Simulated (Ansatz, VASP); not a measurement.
**Mo in VASP and in Ansatz**

```xyz
2
Lattice="2.7678 0.0000 0.0000 -1.3839 2.3970 0.0000 0.0000 0.0000 4.9089" Properties=species:S:1:pos:R:3 pbc="T T T"
Mo    0.0000    1.5980    1.2272
Mo    1.3839    0.7990    3.6817
```

Alike in both runs: functional revPBE; k mesh 13 × 13 × 7; occupations fermi-dirac, width 0.1 eV; no spin polarisation.

Ansatz relaxed the structure, and its values are those at the end. VASP's run is a single point on that final structure, the one shown.

|  | VASP | Ansatz |
| --- | --- | --- |
| version | VASP 6.6.1 | Ansatz 0.2.0 |
| potentials or method | VASP PAW PBE potentials, release 64 (Mo_sv), cutoff 520 eV | plane waves (420 eV) with PAW, scalar-relativistic |
| valence electrons in the cell | 28 | 28 |

Ansatz gave:

- pressure (GPa): 0.0

Problem. What did VASP give for the same quantities?

Solution. Pressure (GPa): 0.4.

VASP's potentials were made for PBE, not for revPBE. With one functional, cell and mesh, what is left measures potentials, basis and numerics.
